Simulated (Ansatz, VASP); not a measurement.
One calculation of Na2Zr, two programs

```xyz
3
Lattice="0.0000 3.7777 3.7777 3.7777 0.0000 3.7777 3.7777 3.7777 0.0000" Properties=species:S:1:pos:R:3 pbc="T T T"
Na    1.8888    1.8888    1.8888
Na    5.6665    5.6665    5.6665
Zr    0.0000    0.0000    0.0000
```

Alike in both runs: functional PBE; k mesh 10 × 10 × 10; occupations gaussian, width 0.1 eV; no spin polarisation.

Ansatz relaxed the structure, and its values are those at the end. VASP's run is a single point on that final structure, the one shown.

```csv
,VASP,Ansatz
version,VASP 6.6.1,Ansatz 0.2.0
potentials or method,"VASP PAW PBE potentials, release 64 (Na_pv, Zr_sv), cutoff 520 eV","scalar-relativistic, plane waves, PAW"
valence electrons in the cell,26,30
```

|  | VASP | Ansatz | Ansatz less VASP |
| --- | --- | --- | --- |
| gap on the k mesh at the Fermi level (eV) | none | none | - |
| pressure (GPa) | 0.0 | 0.0 | 0.00 |

A gap of «none» marks a metal or a gap that the smearing closes. With one functional, cell and mesh, what is left measures potentials, basis and numerics. VASP's potentials hold 26 valence electrons a cell and Ansatz's 30, so a difference there can come from the potentials and not from the codes.
